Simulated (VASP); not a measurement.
Write the native input for VASP 6.6.1 that does the following.

| Item | Value |
| --- | --- |
| Task | single point |
| Functional | PBE |
| Potentials or basis | VASP PAW PBE potentials, release 64 (Cu) |
| Cutoff | 520 eV |
| k mesh | 18 × 18 × 6 |
| Occupations | gaussian, width 0.1 eV |
| Spin | no spin polarisation |
| Dipole correction | no |
| Further INCAR settings | ALGO = Fast; EDIFF = 1e-06; NBANDS = 30 |

The structure of Cu lies in POSCAR:

```
Cu
1.0
    2.4940435992      0.0000000000      0.0000000000
   -1.2470217996      2.1599051150      0.0000000000
    0.0000000000      0.0000000000      8.1513747049
Cu
4
Direct
    0.0000000000      0.0000000000      0.0000000000
    0.3333333333      0.6666666667      0.2500000000
    0.0000000000      0.0000000000      0.5000000000
    0.6666666667      0.3333333333      0.7500000000
```

This isn't the form of Cu at room conditions, which is fcc.

These files were run (other wordings do the same):

INCAR

```
PREC     = Accurate       # precision mode
ENCUT    = 520            # plane-wave cutoff, eV
EDIFF    = 1E-6           # SCF threshold, eV
ISMEAR   = 0              # smearing method
SIGMA    = 0.1            # smearing width, eV
LREAL    = False          # projectors in reciprocal space
LASPH    = True           # aspherical terms in the spheres
NELM     = 80             # most SCF steps
ALGO     = Fast           # electronic algorithm
ISIF     = 2              # what is computed and relaxed
LWAVE    = False          # write WAVECAR
LCHARG   = False          # write CHGCAR
GGA      = PE             # functional
NBANDS   = 30             # bands
```

KPOINTS

```
Automatic mesh
0
Gamma
  18 18 6
```

Potentials or basis: VASP PAW PBE potentials, release 64 (Cu).

The run is started by

```bash
$ cat potpaw_PBE.64/Cu/POTCAR > POTCAR
$ mpirun -np 1 vasp_std > vasp.out
```

It gave:

```yaml
Pressure: 15.6 GPa
Band_gap_on_the_k_mesh: zero (bands 22 and 23 overlap by 5.38 eV)
```

Caveat: the cell stands under pressure.

Wall time 3.4 min on 1 thread of Intel(R) Xeon(R) Platinum 8488C (Sapphire Rapids), with other jobs on the host, peak memory 0.26 GiB.
